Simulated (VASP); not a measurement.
Here is a VASP 6.6.1 calculation.

INCAR

```
SYSTEM = AlNi3
PREC     = Accurate       ! precision mode
ENCUT    = 600            ! plane-wave cutoff, eV
EDIFF    = 1E-6           ! SCF threshold, eV
ISMEAR   = 0              ! smearing method
SIGMA    = 0.1            ! smearing width, eV
LREAL    = .FALSE.        ! projectors in reciprocal space
LASPH    = .TRUE.         ! aspherical terms in the spheres
NELM     = 150            ! most SCF steps
ALGO     = Normal         ! electronic algorithm
ISIF     = 3              ! what is computed and relaxed
LWAVE    = .FALSE.        ! write WAVECAR
LCHARG   = .FALSE.        ! write CHGCAR
ISPIN    = 2              ! spin polarisation
MAGMOM   = 0 -2 -2 2      ! initial moments
LORBIT   = 11             ! projections on sites
LMAXMIX  = 4              ! l up to which the mixer works
GGA      = PE             ! functional
IBRION   = 2              ! ionic algorithm
NSW      = 90             ! ionic steps
EDIFFG   = -0.04          ! ionic threshold
```

File KPOINTS:

```
regular mesh
0
G
  6 6 6
  0 0 0
```

Contents of POSCAR:

```
AlNi3
1.0
    3.5230548400      0.0000000000      0.0000000000
    0.0000000000      3.5230548400      0.0000000000
    0.0000000000      0.0000000000      3.5230548400
Al Ni
1 3
Direct
    0.0000000000      0.0000000000      0.0000000000
    0.0000000000      0.5000000000      0.5000000000
    0.5000000000      0.0000000000      0.5000000000
    0.5000000000      0.5000000000      0.0000000000
```

Potentials or basis: VASP PAW PBE potentials, release 64 (Al, Ni).

Launch:

```bash
$ cat potpaw_PBE.64/Al/POTCAR potpaw_PBE.64/Ni/POTCAR > POTCAR
$ mpirun -np 1 vasp_std > vasp.out
```

Problem. Estimate the net moment.

Solution. 0.73 μB per cell.

Problem. Predict the relaxed cell.

Solution. a = 3.567 Å, b = 3.567 Å, c = 3.567 Å, α = 90.00°, β = 90.00°, γ = 90.00°.

Problem. Predict the relaxed volume.

Solution. 11.34 Å³/atom.

Problem. What does it give for the space group after relaxing (to 0.1 Å)?

Solution. Pm-3m (No. 221).

The path:
```csv
step,energy change (eV),largest force (eV/Å),pressure (GPa),volume (Å³)
1,0.0000,0.0000,7.40,43.73
2,-0.0055,0.0000,-5.80,47.00
3,-0.0360,0.0000,0.07,45.37
```
